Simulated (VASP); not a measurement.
## TaN: single point with LDA

Crystal: TaN.

```
Ta N
1.0
     0.00000    2.22818    2.22818
     2.22818    0.00000    2.22818
     2.22818    2.22818    0.00000
Ta N
1 1
Direct
  0.50000 0.50000 0.50000
  0.00000 0.00000 0.00000
```

```
Program             : VASP 6.6.1
Task                : single point
Functional          : LDA
Potentials or basis : VASP PAW LDA potentials, release 64 (Ta_pv, N)
Cutoff              : 520 eV
k mesh              : 18 × 18 × 18
Occupations         : gaussian, width 0.15 eV
Spin                : no spin polarisation
```

```json
{
  "Pressure": "-22.0 GPa",
  "Band gap on the k mesh": "zero (band 8 reaches 10.70 eV, above the bottom of band 9 at 6.92 eV)"
}
```

Levels at points of the mesh, in eV from the Fermi level:
```
           k point  band 4  band 5  band 6  band 7  band 8  band 9  band 10  band 11  band 12  band 13
(0.00, 0.00, 0.00)  -18.28   -3.66   -3.66   -3.66   -2.03   -2.03    -2.03    -0.02    -0.02     1.39
(0.50, 0.00, 0.00)  -15.40  -10.01   -7.28   -7.28    1.75    1.75     1.87     3.82     7.09     7.09
(0.50, 0.50, 0.00)  -17.03   -6.45   -5.20   -4.47   -4.47    1.92     3.30     3.30     4.20     6.32
```

It took 30 s on 1 thread of AMD EPYC 9R45 96-Core Processor (Zen 5) (shared host), peak memory 0.15 GiB.

Caveat: spin-orbit coupling is left out, which moves the levels of the heavy elements.
